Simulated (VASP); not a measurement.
# Cr (Pm-3m) in VASP: notebook, part 2 of 3

VASP 6.6.1. The steps go on from the part before.

## Step 3: Single point, PBE, collinear spin, ferromagnetic start

INCAR reads:

```
SYSTEM = Cr
PREC = Accurate ; ENCUT = 520
EDIFF = 1E-6 ; ISMEAR = -1
SIGMA = 0.08 ; LREAL = .FALSE.
LASPH = .TRUE. ; NELM = 150
ALGO = Normal ; ISIF = 2
LWAVE = .FALSE. ; LCHARG = .TRUE.
ISPIN = 2 ; MAGMOM = 2
LORBIT = 11 ; LMAXMIX = 4
GGA = PE ; LELF = .TRUE.
LVHAR = .TRUE. ; NBANDS = 16
```

KPOINTS reads:

```
regular mesh
0
G
  16 16 16
  0 0 0
```

POSCAR reads:

```
Cr
1.0
    2.3375119196      0.0000000000      0.0000000000
    0.0000000000      2.3375119196      0.0000000000
    0.0000000000      0.0000000000      2.3375119196
Cr
1
Direct
    0.0000000000      0.0000000000      0.0000000000
```

Potentials or basis: VASP PAW PBE potentials, release 64 (Cr_pv).

Started as:

```console
> cat potpaw_PBE.64/Cr_pv/POTCAR > POTCAR
> mpirun -np 1 vasp_std > vasp.out
```

OUTCAR:

```text
SYSTEM = Cr
   PREC = Accurate
   ENCUT = 520
   EDIFF = 1E-6
   ISMEAR = -1
   LREAL = .FALSE.
   LASPH = .TRUE.
   NELM = 150
   ISIF = 2
   ISPIN = 2
   LORBIT = 11
   GGA = PE

 ion  position               nearest neighbor table
   1  0.000  0.000  0.000-

  LATTYP: Found a simple cubic cell.
 ALAT       =     2.3375119196

  Lattice vectors:

 A1 = (   2.3375119196,   0.0000000000,   0.0000000000)
 A2 = (   0.0000000000,   2.3375119196,   0.0000000000)
 A3 = (   0.0000000000,   0.0000000000,   2.3375119196)

Analysis of symmetry for initial positions (statically):
=====================================================================
 Subroutine PRICEL returns:
 Original cell was already a primitive cell.

 Routine SETGRP: Setting up the symmetry group for a
 simple cubic supercell.

 Subroutine GETGRP returns: Found 48 space group operations
 (whereof 48 operations were pure point group operations)
 out of a pool of 48 trial point group operations.

The static configuration has the point symmetry O_h .

Analysis of symmetry for dynamics (positions and initial velocities):
=====================================================================
 Subroutine PRICEL returns:
 Original cell was already a primitive cell.

 Routine SETGRP: Setting up the symmetry group for a
 simple cubic supercell.

 Subroutine GETGRP returns: Found 48 space group operations
 (whereof 48 operations were pure point group operations)
 out of a pool of 48 trial point group operations.

The dynamic configuration has the point symmetry O_h .

Analysis of structural, dynamic, and magnetic symmetry:
=====================================================================
 Subroutine PRICEL returns:
 Original cell was already a primitive cell.

 Routine SETGRP: Setting up the symmetry group for a
 simple cubic supercell.

 Subroutine GETGRP returns: Found 48 space group operations
 (whereof 48 operations were pure point group operations)
 out of a pool of 48 trial point group operations.

The overall configuration has the point symmetry O_h .

 Subroutine INISYM returns: Found 48 space group operations
 (whereof 48 operations are pure point group operations),
 and found     1 'primitive' translations

----------------------------------------------------------------------------------------

                                     Primitive cell

  volume of cell :      12.7721

  direct lattice vectors                    reciprocal lattice vectors
     2.337511920  0.000000000  0.000000000     0.427805305  0.000000000  0.000000000
     0.000000000  2.337511920  0.000000000     0.000000000  0.427805305  0.000000000
     0.000000000  0.000000000  2.337511920     0.000000000  0.000000000  0.427805305

  length of vectors
     2.337511920  2.337511920  2.337511920     0.427805305  0.427805305  0.427805305

  position of ions in fractional coordinates (direct lattice)
     0.000000000  0.000000000  0.000000000

  ion indices of the primitive-cell ions
   primitive index   ion index
                 1           1

----------------------------------------------------------------------------------------

 KPOINTS: regular mesh

Automatic generation of k-mesh.
 Grid dimensions read from file:
 generate k-points for:   16   16   16

[... 46 lines left out ...]
   number of dos      NEDOS =    301   number of ions     NIONS =      1
   total plane-waves  NPLWV =   5832
   dimension x,y,z NGX =    18 NGY =   18 NGZ =   18
   dimension x,y,z NGXF=    36 NGYF=   36 NGZF=   36
   ions per type =               1
   NGX,Y,Z   is equivalent  to a cutoff of  12.80, 12.80, 12.80 a.u.
   NGXF,Y,Z  is equivalent  to a cutoff of  25.60, 25.60, 25.60 a.u.
 SYSTEM =  Cr
   PREC   = accura    normal or accurate (medium, high low for compatibility)
   ISTART =      0    job   : 0-new  1-cont  2-samecut
   ICHARG =      2    charge: 1-file 2-atom 10-const
   ISPIN  =      2    spin polarized calculation?
   LNONCOLLINEAR =      F non collinear calculations
   LSORBIT =      F    spin-orbit coupling
   LASPH  =      T    aspherical Exc in radial PAW
   ENCUT  =  520.0 eV  38.22 Ry    6.18 a.u.   4.35  4.35  4.35*2*pi/ulx,y,z
   NELM   =    150;   NELMIN=  2; NELMDL= -5     # of ELM steps
   EDIFF  = 0.1E-05   stopping-criterion for ELM
   LREAL  =      F    real-space projection
   EDIFFG = 0.1E-04   stopping-criterion for IOM
   NSW    =      0    number of steps for IOM
   IBRION =     -1    ionic relax: 0-MD 1-quasi-New 2-CG
   NFREE  =      0    steps in history (QN), initial steepest desc. (CG)
   ISIF   =      2    stress and relaxation
   ISYM   =      2    0-nonsym 1-usesym 2-fastsym
   POTIM  = 0.5000    time-step for ionic-motion
   TEBEG  =    0.0;   TEEND  =   0.0 temperature during run
   PSTRESS=    0.0 pullay stress
   NELECT =      12.0000    total number of electrons
   NUPDOWN=      -1.0000    fix difference up-down
   EMIN   =  10.00;   EMAX   =-10.00  energy-range for DOS
   EFERMI =   0.00;   METHOD = LEGACY
   ISMEAR =    -1;   SIGMA  =   0.08  broadening in eV -4-tet -1-fermi 0-gaus
   EFERMI_NEDOS =   21; number of points for ismear=-14 and -15
   IALGO  =     38    algorithm
   IMIX   =      4    mixing-type and parameters
     AMIX     =   0.40;   BMIX     =  1.00
     AMIX_MAG =   1.60;   BMIX_MAG =  1.00
  volume/ion in A,a.u.               =      12.77        86.19
  Fermi-wavevector in a.u.,A,eV,Ry     =   1.603423  3.030030 34.980102  2.570965
  Thomas-Fermi vector in A             =   2.700088
   LORBIT       =     11    0 simple, 1 ext, 2 COOP (PROOUT), +10 PAW based schemes
   GGA     = PE    functional components
   LHFCALC =     F    Hartree Fock is set to
   AEXX    =    0.0000 exact exchange contribution
   IVDW    =     0    specifies the selected vdW correction
   LEPSILON=     F    determine dielectric tensor
   LRPA    =     F    only Hartree local field effects (RPA)
 spin polarized calculation
  energy-cutoff  :      520.00
  volume of cell :       12.77
 maximum number of plane-waves:       360
 NGX is ok and might be reduce to    18
   NGX =  9   NGY =  9   NGZ =  9

 number of electron      12.0000001 magnetization      -0.0043937

 number of electron      12.0000001 magnetization       0.0003059

 Free energy of the ion-electron system (eV)
  ---------------------------------------------------
  ext. energy  EPLUGINS =         0.00000000
  ---------------------------------------------------
  free energy    TOTEN  =        -8.51535642 eV

  energy without entropy =       -8.48790752  energy(sigma->0) =       -8.50163197

 E-fermi :   9.6748     XC(G=0): -12.9687

 val. band max:        9.6501291751   @ k =   0.5000   0.3125   0.1875
 cond. band min:       9.6876671412   @ k =   0.3125   0.3125   0.1250
 fundamental gap:      0.0375379661
 Fermi energy:         9.6748286932

 spin component 1

 k-point     1 :       0.0000    0.0000    0.0000
  band No.  band energies     occupation
      1     -32.8349      1.00000
      2     -32.8349      1.00000
      3     -32.8349      1.00000
      4       2.3324      1.00000
      5       6.5074      1.00000
      6       6.5074      1.00000
[... 435 lines left out ...]
      5       7.6997      1.00000
      6       7.8352      1.00000
[... 8 lines left out ...]
     15      38.3631      0.00000
     16      39.0403      0.00000

 [... further k-points ...]

 spin component 2

 k-point     1 :       0.0000    0.0000    0.0000
  band No.  band energies     occupation
      1     -32.8348      1.00000
      2     -32.8348      1.00000
      3     -32.8348      1.00000
      4       2.3325      1.00000
      5       6.5075      1.00000
      6       6.5075      1.00000
[... 435 lines left out ...]
      5       7.6999      1.00000
      6       7.8353      1.00000
[... 8 lines left out ...]
     15      38.3634      0.00000
     16      39.0404      0.00000

 [... further k-points ...]
[... 5 lines left out ...]
  --------------------------------------------------------------------------------------
  -------------------------------------------------------------------------------------
  Total        0.0369964      0.0369964      0.0369964     -0.0000000     -0.0000000      0.0000000
  in kB        4.6409724      4.6409724      4.6409724     -0.0000000     -0.0000000      0.0000000
  external PRESSURE =       4.6409724 kB  Pullay stress =       0.0000000 kB

 VOLUME and BASIS-vectors are now :
 -----------------------------------------------------------------------------
  energy-cutoff  :      520.00
  volume of cell :       12.77
      direct lattice vectors                 reciprocal lattice vectors
     2.337511920  0.000000000  0.000000000     0.427805305  0.000000000  0.000000000
     0.000000000  2.337511920  0.000000000     0.000000000  0.427805305  0.000000000
     0.000000000  0.000000000  2.337511920     0.000000000  0.000000000  0.427805305

 POSITION                                       TOTAL-FORCE (eV/Angst)
 -----------------------------------------------------------------------------------
      0.00000      0.00000      0.00000         0.000000      0.000000      0.000000
 -----------------------------------------------------------------------------------
    total drift:                               -0.000000      0.000000      0.000000

  FREE ENERGIE OF THE ION-ELECTRON SYSTEM (eV)
  ---------------------------------------------------
  free  energy   TOTEN  =        -8.5153564178 eV

  energy  without entropy=       -8.4879075214  energy(sigma->0) =       -8.50163197

 total charge

# of ion       s       p       d       tot
------------------------------------------
    1        0.445   6.299   4.344  11.088

 magnetization (x)

# of ion       s       p       d       tot
------------------------------------------
    1       -0.000   0.000   0.000   0.000
```

OSZICAR:

```text
N       E                     dE             d eps       ncg     rms          rms(c)
DAV:   1     0.850321112046E+02    0.85032E+02   -0.65163E+03 10808   0.883E+02
DAV:   2    -0.743893555333E+01   -0.92471E+02   -0.87652E+02 11384   0.246E+02
DAV:   3    -0.904253510787E+01   -0.16036E+01   -0.16005E+01 12072   0.362E+01
DAV:   4    -0.904886748273E+01   -0.63324E-02   -0.63322E-02 11688   0.225E+00
DAV:   5    -0.904892049875E+01   -0.53016E-04   -0.53015E-04 12112   0.186E-01    0.129E+01
DAV:   6    -0.849792368991E+01    0.55100E+00   -0.18924E+00 11536   0.204E+01    0.268E+00
DAV:   7    -0.851537354472E+01   -0.17450E-01   -0.56838E-02 10896   0.221E+00    0.173E+00
DAV:   8    -0.851650799591E+01   -0.11345E-02   -0.24238E-03 12176   0.601E-01    0.822E-01
DAV:   9    -0.851514779597E+01    0.13602E-02   -0.17159E-03 11456   0.416E-01    0.182E-01
DAV:  10    -0.851533480231E+01   -0.18701E-03   -0.18530E-04 11360   0.157E-01    0.586E-02
DAV:  11    -0.851535571702E+01   -0.20915E-04   -0.19828E-05 11616   0.393E-02    0.191E-02
DAV:  12    -0.851535641776E+01   -0.70074E-06   -0.54745E-06 10952   0.170E-02
   1 F= -.85153564E+01 E0= -.85016320E+01  d E =-.274489E-01  mag=     0.0008
```

stdout:

```text
POSCAR found type information on POSCAR Cr
 POSCAR found :  1 types and       1 ions
 scaLAPACK will be used
 LDA part: xc-table for (Slater+PW92), standard interpolation
 POSCAR, INCAR and KPOINTS ok, starting setup
 FFT: planning ... GRIDC
 FFT: planning ... GRID_SOFT
 FFT: planning ... GRID
 WAVECAR not read
 entering main loop
```

Run time: 22 s. Hardware: 1 thread of Intel Xeon 6975P-C (Granite Rapids), shared host; peak memory 0.16 GiB.

What came out:

| Quantity | Value |
| --- | --- |
| Free energy | -8.5154 eV |
| Pressure | 0.5 GPa |
| Band gap on the k mesh | zero (filled and empty bands overlap) |
| Net moment | 0.00 μB per cell |
| Valence electrons inside the program's atomic spheres | Cr 11.09 |

## Step 4: Relaxation of cell and atoms, PBE, collinear spin, ferromagnetic start, target pressure 0.8 GPa, at which the enthalpy is minimised

This run uses another cell than the first one, of 12.44 Å³/atom.

INCAR reads:

```
PREC = Accurate
ENCUT = 600
EDIFF = 1E-7
ISMEAR = -1
SIGMA = 0.08
LREAL = False
LASPH = True
NELM = 150
ALGO = Normal
ISIF = 3
LWAVE = False
LCHARG = False
ISPIN = 2
MAGMOM = 2
LORBIT = 11
LMAXMIX = 4
GGA = PE
IBRION = 2
NSW = 60
EDIFFG = -0.005
PSTRESS = 8.0
```

KPOINTS reads:

```
regular mesh
0
Gamma
  16 16 16
```

POSCAR reads:

```
Cr
1.0
    2.3168903575      0.0000000000      0.0000000000
    0.0000000000      2.3168903575      0.0000000000
    0.0000000000      0.0000000000      2.3168903575
Cr
1
Direct
    0.0000000000      0.0000000000      0.0000000000
```

Potentials or basis: VASP PAW PBE potentials, release 64 (Cr_pv).

Started as:

```console
> cat potpaw_PBE.64/Cr_pv/POTCAR > POTCAR
> mpirun -np 1 vasp_std > vasp.out
```

OUTCAR:

```text
PREC = Accurate
   ENCUT = 600
   EDIFF = 1E-7
   ISMEAR = -1
   LREAL = False
   LASPH = True
   NELM = 150
   ISIF = 3
   ISPIN = 2
   LORBIT = 11
   GGA = PE
   IBRION = 2
   NSW = 60
   EDIFFG = -0.005
   PSTRESS = 8.0

 ion  position               nearest neighbor table
   1  0.000  0.000  0.000-

  LATTYP: Found a simple cubic cell.
 ALAT       =     2.3168903575

  Lattice vectors:

 A1 = (   2.3168903575,   0.0000000000,   0.0000000000)
 A2 = (   0.0000000000,   2.3168903575,   0.0000000000)
 A3 = (   0.0000000000,   0.0000000000,   2.3168903575)

Analysis of symmetry for initial positions (statically):
=====================================================================
 Subroutine PRICEL returns:
 Original cell was already a primitive cell.

 Routine SETGRP: Setting up the symmetry group for a
 simple cubic supercell.

 Subroutine GETGRP returns: Found 48 space group operations
 (whereof 48 operations were pure point group operations)
[... 201 lines left out ...]
     10      17.5859      0.00000
     11      30.0069      0.00000
[... 739 lines left out ...]
 number of electron      12.0000014 magnetization      -0.0000029

 number of electron      12.0000014 magnetization       0.0000007

 Free energy of the ion-electron system (eV)
  ---------------------------------------------------
  ext. energy  EPLUGINS =         0.00000000
  ---------------------------------------------------
  free energy    TOTEN  =        -8.51498808 eV

  energy without entropy =       -8.48754813  energy(sigma->0) =       -8.50126811

 E-fermi :   9.6820     XC(G=0): -12.9716

 val. band max:        9.6572557786   @ k =   0.5000   0.3125   0.1875
 cond. band min:       9.6951569567   @ k =   0.3125   0.3125   0.1250
 fundamental gap:      0.0379011780
 Fermi energy:         9.6820158796

 spin component 1

 k-point     1 :       0.0000    0.0000    0.0000
  band No.  band energies     occupation
      1     -32.8270      1.00000
      2     -32.8270      1.00000
      3     -32.8270      1.00000
      4       2.3376      1.00000
      5       6.5124      1.00000
      6       6.5124      1.00000
      7      12.1675      0.00000
      8      12.1675      0.00000
      9      12.1675      0.00000
     10      17.2197      0.00000
     11      29.3303      0.00000
[... 694 lines left out ...]
  energy  without entropy=       -8.4875481348  energy(sigma->0) =       -8.50126811

  enthalpy is  TOTEN    =        -8.4512501592 eV   P V=        0.0637379216

 reached required accuracy - stopping structural energy minimisation

 total charge

# of ion       s       p       d       tot
------------------------------------------
    1        0.445   6.299   4.345  11.089

 magnetization (x)

# of ion       s       p       d       tot
------------------------------------------
    1       -0.000   0.000  -0.000  -0.000
```

OSZICAR:

```text
N       E                     dE             d eps       ncg     rms          rms(c)
DAV:   1     0.898247008259E+02    0.89825E+02   -0.79119E+03  7268   0.142E+03
[... 26 lines left out ...]
DAV:   2    -0.852111830794E+01    0.20929E+00   -0.90013E-01  7350   0.138E+01    0.767E-01
DAV:   3    -0.851658713649E+01    0.45312E-02   -0.92748E-03  7368   0.150E+00    0.411E-01
DAV:   4    -0.851502955842E+01    0.15576E-02   -0.25593E-03  7440   0.580E-01    0.551E-02
DAV:   5    -0.851498983578E+01    0.39723E-04   -0.39120E-05  7386   0.821E-02    0.210E-02
DAV:   6    -0.851498781729E+01    0.20185E-05   -0.12696E-06  7833   0.126E-02    0.146E-03
DAV:   7    -0.851498800488E+01   -0.18759E-06   -0.52272E-08  4095   0.383E-03    0.106E-03
DAV:   8    -0.851498808080E+01   -0.75923E-07   -0.28452E-09  3648   0.819E-04
   3 F= -.84512502E+01 E0= -.84375302E+01  d E =-.524360E-02  mag=    -0.0000
```

CONTCAR:

```text
Cr
   1.00000000000000
     2.3370759753774508    0.0000000000000000   -0.0000000000000000
     0.0000000000000000    2.3370759753774508   -0.0000000000000000
     0.0000000000000000    0.0000000000000000    2.3370759753774508
  Cr
     1
Direct
     0.0000000000000000    0.0000000000000000    0.0000000000000000

  0.00000000E+00  0.00000000E+00  0.00000000E+00
```

It took 2.8 min on 1 thread of Intel Xeon 8259CL, shared host; peak memory 0.17 GiB.

What came out:

| Item | Value |
| --- | --- |
| Free energy | -8.5150 eV |
| Relaxed volume | 12.76 Å³/atom |
| Relaxed cell | a = 2.337 Å, b = 2.337 Å, c = 2.337 Å, α = 90.00°, β = 90.00°, γ = 90.00° |
| Space group after relaxing (to 0.1 Å) | Pm-3m (No. 221) |
| Energy change on relaxing (the run minimises the enthalpy) | -6.9 meV/atom |
| Ionic steps | 3 |
| Pressure after relaxing | 0.7 GPa |
| Band gap on the k mesh | zero (filled and empty bands overlap) |
| Net moment | 0.00 μB per cell |
| Valence electrons inside the program's atomic spheres | Cr 11.09 |

Step by step:
```
step  energy change (eV)  largest force (eV/Å)  pressure (GPa)  volume (Å³)
   1              0.0000                0.0000            6.10        12.44
   2             -0.0006                0.0000           -5.30        13.19
   3             -0.0069                0.0000            0.74        12.76
```

Final structure:
```
CELL_PARAMETERS angstrom
2.33708 0.00000 0.00000
0.00000 2.33708 0.00000
0.00000 0.00000 2.33708
ATOMIC_POSITIONS crystal
Cr 0.00000 0.00000 0.00000
```

Levels at points of the mesh, in eV from the Fermi level:
Spin up:
```csv
k point,band 4,band 5,band 6,band 7,band 8,band 9
"(0.00, 0.00, 0.00)",-7.34,-3.17,-3.17,2.49,2.49,2.49
"(0.50, 0.00, 0.00)",-3.08,-2.41,-0.67,0.52,0.52,2.66
"(0.50, 0.50, 0.00)",-4.54,-1.67,0.95,0.95,3.75,6.22
"(0.50, 0.50, 0.50)",-2.91,-2.91,-2.91,3.86,3.86,7.54
```
Spin down:
```csv
k point,band 4,band 5,band 6,band 7,band 8,band 9
"(0.00, 0.00, 0.00)",-7.34,-3.17,-3.17,2.49,2.49,2.49
"(0.50, 0.00, 0.00)",-3.08,-2.41,-0.67,0.52,0.52,2.66
"(0.50, 0.50, 0.00)",-4.54,-1.67,0.95,0.95,3.75,6.22
"(0.50, 0.50, 0.50)",-2.91,-2.91,-2.91,3.86,3.86,7.54
```

Caveat: the cell is relaxed towards a set pressure, so the run minimises the enthalpy, not the energy.

(Continued in part 3 of 3.)
